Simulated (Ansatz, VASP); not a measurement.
# Two plane-wave programs on SnO2

File INCAR:

```
SYSTEM = SnO2
ALGO = Normal ; EDIFF = 1E-6
ENCUT = 520 ; GGA = PS
ISIF = 2 ; ISMEAR = 0
LASPH = .True. ; LCHARG = .False.
LREAL = .False. ; LWAVE = .False.
NBANDS = 20 ; NELM = 80
PREC = Accurate ; SIGMA = 0.05
```

The input KPOINTS:

```
k-points
0
Gamma
  12 12 12
  0 0 0
```

Contents of POSCAR:

```
SnO2
1.0
    1.6195307937      0.9350365397      4.4491903378
   -1.6195307937      0.9350365397      4.4491903378
    0.0000000000     -1.8700730794      4.4491903378
Sn O
1 2
Direct
    0.5000000000      0.5000000000      0.5000000000
    0.2604838868      0.2604838868      0.2604838868
    0.7395161132      0.7395161132      0.7395161132
```

Input for Ansatz:

```yaml
crystal:
  lattice:
    - [1.6195307937, 0.9350365397, 4.4491903378]
    - [-1.6195307937, 0.9350365397, 4.4491903378]
    - [0.0, -1.8700730794, 4.4491903378]
  atoms:
    - { symbol: Sn, position: [0.5, 0.5, 0.5] }
    - { symbol: O, position: [0.2604838868, 0.2604838868, 0.2604838868] }
    - { symbol: O, position: [0.7395161132, 0.7395161132, 0.7395161132] }
basis:
  ecutwfc: 520.0
kpoints:
  mp_grid: { grid: [12, 12, 12] }
hamiltonian:
  xc: pbesol
  pseudopotentials: { kind: paw, azcp: { folder: soft_1 } }
scf:
  occupations: { method: gaussian, width: 0.05 }
output:
  forces: true
  stress: true
  eigenvalues: true
  write_density: true
  write_potential: true
  elf: true
  volumetric_format: npy
```

Alike in both runs: task single point; functional PBEsol; k mesh 12 × 12 × 12; occupations gaussian, width 0.05 eV; no spin polarisation.

|  | VASP | Ansatz |
| --- | --- | --- |
| version | VASP 6.6.1 | Ansatz 0.2.0 |
| potentials or method | VASP PAW PBE potentials, release 64 (Sn_d, O), cutoff 520 eV | scalar-relativistic, plane waves, PAW |
| valence electrons in the cell | 26 | 26 |

|  | VASP | Ansatz | Ansatz less VASP |
| --- | --- | --- | --- |
| gap on the k mesh at the Fermi level (eV) | 0.76 | 0.79 | +0.024 |
| least direct gap on the mesh (eV) | 0.83 | 0.86 | +0.029 |
| pressure (GPa) | -17.9 | -18.3 | -0.43 |
| traceless stress, the component that is largest in VASP (GPa) | -8.79 | -8.63 | +0.163 |
| rms of the force components (eV/Å) | 1.546 | 1.571 | +0.0255 |

VASP's potentials were made for PBE, not for PBEsol, and Ansatz warns of the same on its side. Atom by atom the forces differ by 0.025 eV/Å (rms over components). The functional is the same, so the differences come from potentials, cutoffs and numerics.
